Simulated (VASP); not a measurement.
# Al3Si2I in VASP: notebook

The runs below take Al3Si2I through single point, with PBE.

Program: VASP 6.6.1. These are calculated values, not measurements. Logs are shortened: lines on timing, memory, paths and dates and some standing lists are left out, and cuts for length are marked.

**1. The cell of the first run**

The structure is hexagonal, space group P6/mmm (No. 191). The conventional cell has a = 5.707 Å, b = 5.707 Å, c = 4.346 Å, α = 90.00°, β = 90.00°, γ = 120.00°. Within 3.6 Å of Al (site symmetry mmm) lie 4 Si at 2.73 Å and 4 Al at 2.85 Å and 4 I at 3.59 Å. Within 3.6 Å of Si (site symmetry -6m2) lie 6 Al at 2.73 Å and 3 Si at 3.29 Å and 3 I at 3.29 Å. I (site symmetry 6/mmm) has 6 Si at 3.29 Å and 12 Al at 3.59 Å and 2 I at 4.35 Å within 4.4 Å.

The cell was generated, and may not be a known phase.

**2. Single point, PBE**

Input file INCAR:

```
SYSTEM = Al3Si2I
ALGO = Normal
EDIFF = 1E-6
ENCUT = 500
GGA = PE
GGA_COMPAT = .False.
ISIF = 2
ISMEAR = 0
LASPH = .True.
LCHARG = .True.
LELF = .True.
LREAL = .False.
LVHAR = .True.
LWAVE = .False.
NBANDS = 21
NELM = 120
PREC = Accurate
SIGMA = 0.15
```

Input file KPOINTS:

```
k-points
0
Gamma
  3 3 3
  0 0 0
```

Input file POSCAR:

```
Al3Si2I
1.0
    5.7068151280     -0.0000000029      0.0000000000
   -2.8534075615      4.9422468770      0.0000000000
    0.0000000000      0.0000000000      4.3457877898
Al Si I
3 2 1
Direct
    0.5000000000      0.0000000000      0.5000000000
    0.5000000000      0.5000000000      0.5000000000
    0.0000000000      0.5000000000      0.5000000000
    0.3333333333      0.6666666667      0.0000000000
    0.6666666667      0.3333333333      0.0000000000
    0.0000000000      0.0000000000      0.0000000000
```

Potentials or basis: VASP PAW PBE potentials, release 64 (Al, Si, I).

On the command line:

```bash
$ cat potpaw_PBE.64/Al/POTCAR potpaw_PBE.64/Si/POTCAR potpaw_PBE.64/I/POTCAR > POTCAR
$ mpirun -np 1 vasp_std > vasp.out
```

OUTCAR:

```text
SYSTEM = Al3Si2I
   EDIFF = 1E-6
   ENCUT = 500
   GGA = PE
   ISIF = 2
   ISMEAR = 0
   LASPH = .True.
   LREAL = .False.
   NELM = 120
   PREC = Accurate

 ion  position               nearest neighbor table
   1  0.500  0.000  0.500-   4 2.73   5 2.73   4 2.73   5 2.73   3 2.85   3 2.85   2 2.85   2 2.85

   2  0.500  0.500  0.500-   4 2.73   5 2.73   4 2.73   5 2.73   3 2.85   3 2.85   1 2.85   1 2.85

   3  0.000  0.500  0.500-   4 2.73   5 2.73   4 2.73   5 2.73   1 2.85   1 2.85   2 2.85   2 2.85

   4  0.333  0.667  0.000-   3 2.73   3 2.73   1 2.73   1 2.73   2 2.73   2 2.73   6 3.29   6 3.29
                             6 3.29
   5  0.667  0.333  0.000-   3 2.73   3 2.73   1 2.73   1 2.73   2 2.73   2 2.73   6 3.29   6 3.29
                             6 3.29
   6  0.000  0.000  0.000-   4 3.29   5 3.29   5 3.29   4 3.29   5 3.29   4 3.29

  LATTYP: Found a hexagonal cell.
 ALAT       =     5.7068151280
 C/A-ratio  =     0.7615084232

  Lattice vectors:

 A1 = (   5.7068151280,  -0.0000000029,   0.0000000000)
 A2 = (  -2.8534075615,   4.9422468770,   0.0000000000)
 A3 = (   0.0000000000,   0.0000000000,   4.3457877898)

Analysis of symmetry for initial positions (statically):
=====================================================================
 Subroutine PRICEL returns:
 Original cell was already a primitive cell.

 Routine SETGRP: Setting up the symmetry group for a
 hexagonal supercell.

 Subroutine GETGRP returns: Found 24 space group operations
 (whereof 24 operations were pure point group operations)
 out of a pool of 24 trial point group operations.

The static configuration has the point symmetry D_6h.

Analysis of symmetry for dynamics (positions and initial velocities):
=====================================================================
 Subroutine PRICEL returns:
 Original cell was already a primitive cell.

 Routine SETGRP: Setting up the symmetry group for a
 hexagonal supercell.

 Subroutine GETGRP returns: Found 24 space group operations
 (whereof 24 operations were pure point group operations)
 out of a pool of 24 trial point group operations.

The dynamic configuration has the point symmetry D_6h.

 Subroutine INISYM returns: Found 24 space group operations
 (whereof 24 operations are pure point group operations),
 and found     1 'primitive' translations

----------------------------------------------------------------------------------------

                                     Primitive cell

  volume of cell :     122.5707

  direct lattice vectors                    reciprocal lattice vectors
     5.706815128 -0.000000003  0.000000000     0.175229086  0.101168560  0.000000000
    -2.853407562  4.942246877  0.000000000     0.000000000  0.202337120  0.000000000
     0.000000000  0.000000000  4.345787790     0.000000000  0.000000000  0.230107876

  length of vectors
     5.706815128  5.706815128  4.345787790     0.202337120  0.202337120  0.230107876

  position of ions in fractional coordinates (direct lattice)
     0.500000000  0.000000000  0.500000000
     0.500000000  0.500000000  0.500000000
     1.000000000  0.500000000  0.500000000
     0.333333333  0.666666667  0.000000000
     0.666666667  0.333333333  0.000000000
     0.000000000  0.000000000  0.000000000

  ion indices of the primitive-cell ions
   primitive index   ion index
                 1           1
                 2           2
                 3           3
                 4           4
                 5           5
                 6           6

----------------------------------------------------------------------------------------

 KPOINTS: k-points

Automatic generation of k-mesh.
 Grid dimensions read from file:
 generate k-points for:    3    3    3

 Generating k-lattice:

  Cartesian coordinates                     Fractional coordinates (reciprocal lattice)
     0.058409695  0.033722853  0.000000000     0.333333333 -0.000000000  0.000000000
     0.000000000  0.067445707  0.000000000     0.000000000  0.333333333  0.000000000
     0.000000000  0.000000000  0.076702625     0.000000000  0.000000000  0.333333333

  Length of vectors
     0.067445707  0.067445707  0.076702625

  Shift w.r.t. Gamma in fractional coordinates (k-lattice)
     0.000000000  0.000000000  0.000000000

 Subroutine IBZKPT returns following result:
 ===========================================

 Found      6 irreducible k-points:

 Following reciprocal coordinates:
            Coordinates               Weight
  0.000000  0.000000  0.000000      1.000000
  0.333333  0.000000  0.000000      6.000000
  0.333333  0.333333  0.000000      2.000000
  0.000000  0.000000  0.333333      2.000000
  0.333333  0.000000  0.333333     12.000000
  0.333333  0.333333  0.333333      4.000000
   k-points           NKPTS =      6   k-points in BZ     NKDIM =      6   number of bands    NBANDS=     21
   number of dos      NEDOS =    301   number of ions     NIONS =      6
[... 103 lines left out ...]
      6       3.3071      2.00000
      7       4.4617      2.00000
      8       4.5745      2.00000
      9       4.8238      2.00000
     10       5.3841      2.00000
     11       5.6041      2.00000
     12       5.9484      2.00000
     13       6.6602      1.99725
     14       7.5063      0.00000
     15       8.8860      0.00000
     16       8.9956      0.00000
     17       9.0109      0.00000
     18      10.6626      0.00000
     19      11.7627      0.00000
     20      11.9538      0.00000
     21      12.0842      0.00000

 k-point     3 :       0.3333    0.3333    0.0000
  band No.  band energies     occupation
      1      -6.5012      2.00000
      2      -2.7909      2.00000
      3      -2.7909      2.00000
      4       2.2225      2.00000
      5       3.0280      2.00000
      6       3.0280      2.00000
      7       4.2006      2.00000
      8       4.4585      2.00000
      9       4.4585      2.00000
     10       5.3003      2.00000
     11       5.3003      2.00000
     12       7.0828      0.32211
     13       7.2026      0.03404
     14       7.2026      0.03404
     15       8.3192      0.00000
     16       9.6634      0.00000
     17      10.3877      0.00000
     18      10.4237      0.00000
     19      10.4237      0.00000
     20      11.5029      0.00000
     21      11.5035      0.00000

 k-point     4 :       0.0000    0.0000    0.3333
  band No.  band energies     occupation
      1      -6.5808      2.00000
      2      -2.3212      2.00000
      3      -0.4041      2.00000
      4       0.3855      2.00000
      5       2.4916      2.00000
      6       2.4916      2.00000
      7       3.0273      2.00000
      8       3.0273      2.00000
      9       3.1812      2.00000
     10       4.0817      2.00000
     11       5.7610      2.00000
     12       5.7610      2.00000
     13       6.4846      2.00000
     14       6.4846      2.00000
     15       9.0487      0.00000
     16      10.2397      0.00000
     17      10.2397      0.00000
     18      12.5908      0.00000
     19      13.0011      0.00000
     20      14.9674      0.00000
     21      14.9675      0.00000

 k-point     5 :       0.3333    0.0000    0.3333
  band No.  band energies     occupation
      1      -6.4342      2.00000
      2      -2.4440      2.00000
      3      -0.8413      2.00000
      4      -0.0084      2.00000
      5       1.5148      2.00000
      6       1.7404      2.00000
      7       3.0146      2.00000
      8       3.6346      2.00000
      9       4.5069      2.00000
     10       5.4318      2.00000
     11       5.8831      2.00000
     12       6.9886      0.91893
     13       7.2957      0.00273
     14       8.0636      0.00000
     15       9.2567      0.00000
     16       9.2643      0.00000
     17       9.7455      0.00000
     18      11.2909      0.00000
     19      11.5426      0.00000
     20      11.9755      0.00000
     21      12.9443      0.00000

 k-point     6 :       0.3333    0.3333    0.3333
  band No.  band energies     occupation
      1      -6.3555      2.00000
      2      -2.0241      2.00000
      3      -2.0241      2.00000
      4       0.8329      2.00000
      5       0.8329      2.00000
      6       1.7790      2.00000
      7       3.5846      2.00000
      8       3.5846      2.00000
      9       3.6243      2.00000
     10       6.5317      1.99997
     11       6.8499      1.77203
     12       6.8499      1.77203
     13       8.2223      0.00000
     14       8.2223      0.00000
     15       8.9733      0.00000
     16       9.9802      0.00000
     17      10.5630      0.00000
     18      10.5630      0.00000
     19      11.4527      0.00000
     20      11.4527      0.00000
     21      11.8888      0.00000

------------------------ aborting loop because EDIFF is reached ----------------------------------------

  FORCE on cell =-STRESS in cart. coord.  units (eV):
  Direction    XX          YY          ZZ          XY          YZ          ZX
  --------------------------------------------------------------------------------------
  -------------------------------------------------------------------------------------
  Total       -0.0393514     -0.0393514     -0.0789437      0.0000000     -0.0000000      0.0000000
  in kB       -0.5143805     -0.5143805     -1.0319083      0.0000000     -0.0000000      0.0000000
  external PRESSURE =      -0.6868897 kB  Pullay stress =       0.0000000 kB

 VOLUME and BASIS-vectors are now :
 -----------------------------------------------------------------------------
  energy-cutoff  :      500.00
  volume of cell :      122.57
      direct lattice vectors                 reciprocal lattice vectors
     5.706815128 -0.000000003  0.000000000     0.175229086  0.101168560  0.000000000
    -2.853407562  4.942246877  0.000000000     0.000000000  0.202337120  0.000000000
     0.000000000  0.000000000  4.345787790     0.000000000  0.000000000  0.230107876

 POSITION                                       TOTAL-FORCE (eV/Angst)
 -----------------------------------------------------------------------------------
      2.85341     -0.00000      2.17289         0.000000     -0.000000      0.000000
      1.42670      2.47112      2.17289         0.000000     -0.000000      0.000000
     -1.42670      2.47112      2.17289         0.000000     -0.000000      0.000000
      0.00000      3.29483      0.00000        -0.000000     -0.000000     -0.000000
      2.85341      1.64742      0.00000         0.000000      0.000000      0.000000
      0.00000      0.00000      0.00000         0.000000     -0.000000      0.000000
 -----------------------------------------------------------------------------------
    total drift:                               -0.000000     -0.000000      0.000000

  FREE ENERGIE OF THE ION-ELECTRON SYSTEM (eV)
  ---------------------------------------------------
  free  energy   TOTEN  =       -21.3045834331 eV

  energy  without entropy=      -21.2492399116  energy(sigma->0) =      -21.27691167
```

Run time: 25 s. Hardware: 1 thread of Intel Xeon 8259CL, shared host; peak memory 0.23 GiB.

Results:

* Free energy: -21.3046 eV
* Pressure: -0.1 GPa
* Band gap on the k mesh: zero (bands 12 and 13 overlap by 1.38 eV)

Levels at points of the mesh, in eV from the Fermi level:
```tsv
k point	band 8	band 9	band 10	band 11	band 12	band 13	band 14	band 15
(0.00, 0.00, 0.00)	-4.24	-2.90	-1.33	-0.55	0.88	1.30	1.30	2.38
```

Caveat: the k points lie up to 0.48 Å⁻¹ apart, too coarse for converged energies and pressures of a metal; spin-orbit coupling is left out, which moves the levels of the heavy elements.

**3. Single point, PBE**

This run uses another cell than the first one, of 22.29 Å³/atom.

Input file INCAR:

```
PREC = Accurate ; ENCUT = 500
EDIFF = 1E-6 ; ISMEAR = 0
SIGMA = 0.15 ; LREAL = False
LASPH = True ; NELM = 120
ALGO = Normal ; ISIF = 2
LWAVE = False ; LCHARG = True
GGA = PE ; LELF = True
LVHAR = True ; NBANDS = 21
GGA_COMPAT = False
```

Input file KPOINTS:

```
Automatic mesh
0
Gamma
  2 2 3
```

Input file POSCAR:

```
Al3Si2I
1.0
    3.5422042393     -6.1363157875      0.0132201430
    3.5422042393      6.1363157875      0.0132201430
   -0.0117172347      0.0000000000      3.0759998131
Al Si I
3 2 1
Direct
    0.0000000000      0.5000000000      0.5000000000
    0.5000000000      0.0000000000      0.5000000000
    0.5000000000      0.5000000000      0.5000000000
    0.6666235127      0.3333764873      0.0000000000
    0.3333764873      0.6666235127      0.0000000000
    0.0000000000      0.0000000000      0.0000000000
```

Potentials or basis: VASP PAW PBE potentials, release 64 (Al, Si, I).

On the command line:

```bash
$ cat potpaw_PBE.64/Al/POTCAR potpaw_PBE.64/Si/POTCAR potpaw_PBE.64/I/POTCAR > POTCAR
$ mpirun -np 1 vasp_std > vasp.out
```

Run time: 33 s. Hardware: 1 thread of Intel Xeon 8259CL, shared host; peak memory 0.25 GiB.

The run converged. Its results:

```yaml
Free_energy: -22.4557 eV
Pressure: -0.2 GPa
Band_gap_on_the_k_mesh: zero (bands 12 and 13 overlap by 2.53 eV)
```

Forces on the atoms (eV/Å):
```
Al   0.000  0.000  0.000
Al   0.000  0.000  0.000
Al   0.000  0.000  0.000
Si   0.000 -0.002  0.000
Si   0.000  0.002  0.000
I    0.000  0.000  0.000
```

Stress tensor (GPa, compression positive):
```
-0.07  0.00  0.00
 0.00 -0.06  0.00
 0.00  0.00 -0.34
```

Levels at points of the mesh, in eV from the Fermi level:
```
           k point  band 8  band 9  band 10  band 11  band 12  band 13  band 14  band 15
(0.00, 0.00, 0.00)   -2.29   -2.29     0.08     0.61     2.20     2.21     2.39     3.00
(0.50, 0.00, 0.00)   -3.51   -3.01    -0.94     0.65     0.72     1.53     2.08     2.59
(0.50, 0.50, 0.00)   -3.51   -3.01    -0.95     0.65     0.72     1.54     2.08     2.59
```

Caveat: the k points lie up to 0.68 Å⁻¹ apart, too coarse for converged energies and pressures of a metal; spin-orbit coupling is left out, which moves the levels of the heavy elements.

**4. Single point, PBE**

This run uses another cell than the first one, of 38.09 Å³/atom.

Input file INCAR:

```
SYSTEM = Al3Si2I
PREC     = Accurate       ! precision mode
ENCUT    = 500            ! plane-wave cutoff, eV
EDIFF    = 1E-6           ! SCF threshold, eV
ISMEAR   = 0              ! smearing method
SIGMA    = 0.15           ! smearing width, eV
LREAL    = .FALSE.        ! projectors in reciprocal space
LASPH    = .TRUE.         ! aspherical terms in the spheres
NELM     = 120            ! most SCF steps
ALGO     = Normal         ! electronic algorithm
ISIF     = 2              ! what is computed and relaxed
LWAVE    = .FALSE.        ! write WAVECAR
LCHARG   = .FALSE.        ! write CHGCAR
GGA      = PE             ! functional
NBANDS   = 21             ! bands
GGA_COMPAT= .FALSE.
```

Input file KPOINTS:

```
Automatic mesh
0
G
  2 2 3
  0 0 0
```

Input file POSCAR:

```
Al3Si2I
1.0
    8.0137580760      0.0000000000      0.0000000000
   -4.0068790380      6.9401180736      0.0000000000
    0.0000000000      0.0000000000      4.1094872387
Al Si I
3 2 1
Direct
    0.5000000000      0.0000000000      0.0000000000
    0.0000000000      0.5000000000      0.0000000000
    0.5000000000      0.5000000000      0.0000000000
    0.3333333333      0.6666666667      0.0000000000
    0.6666666667      0.3333333333      0.0000000000
    0.0000000000      0.0000000000      0.0000000000
```

On the command line:

```bash
$ cat potpaw_PBE.64/Al/POTCAR potpaw_PBE.64/Si/POTCAR potpaw_PBE.64/I/POTCAR > POTCAR
$ mpirun -np 1 vasp_std > vasp.out
```

It took 31 s on 1 thread of Intel Xeon 8259CL, shared host; peak memory 0.32 GiB.

The run converged. Its results:

```
Free energy            : -18.5481 eV
Pressure               : -0.2 GPa
Band gap on the k mesh : 0.28 eV (least direct gap 0.36 eV)
```

Stress tensor (GPa, compression positive):
```
-0.14  0.00  0.00
 0.00 -0.14  0.00
 0.00  0.00 -0.42
```

Levels at points of the mesh, in eV from the valence-band top:
```
           k point  band 10  band 11  band 12  band 13  band 14  band 15
(0.00, 0.00, 0.00)    -0.50    -0.21    -0.07     0.85     1.72     1.72
(0.50, 0.00, 0.00)    -0.34    -0.21     0.00     0.36     0.93     1.32
```

Caveat: the k points lie up to 0.51 Å⁻¹ apart; semilocal functionals underestimate gaps, and a narrow one can read as zero; spin-orbit coupling is left out, which moves the levels of the heavy elements; this functional lacks dispersion, which binds layers or chains, so the pressure and a relaxed spacing across them are unreliable. A k mesh can miss the band edges.

**5. Overview**

| cell | k mesh | gap on the mesh (eV) | pressure (GPa) |
| --- | --- | --- | --- |
| a = 5.707, b = 5.707, c = 4.346 Å, angles 90.0, 90.0, 120.0°, 6 atoms, atomic positions A | 3 × 3 × 3 | none | -0.1 |
| a = 7.085, b = 7.085, c = 3.076 Å, angles 90.0, 90.0, 120.0°, 6 atoms, atomic positions A | 2 × 2 × 3 | none | -0.2 |
| a = 8.014, b = 8.014, c = 4.109 Å, angles 90.0, 90.0, 120.0°, 6 atoms, atomic positions B | 2 × 2 × 3 | 0.28 | -0.2 |

Alike in all rows: task single point; level PBE; potentials or basis VASP PAW PBE potentials, release 64 (Al, Si, I); no spin polarisation; cutoff (eV) 500; smearing gaussian 0.15 eV.

Caveats: all runs use coarse meshes; spin-orbit coupling is left out, which moves the levels of the heavy elements; semilocal functionals underestimate gaps, and a narrow one can read as zero (at least some runs); this functional lacks dispersion, which binds layers or chains, so the pressure and a relaxed spacing across them are unreliable (at least some runs).

Absolute energies hang on the potentials; compare differences alone.
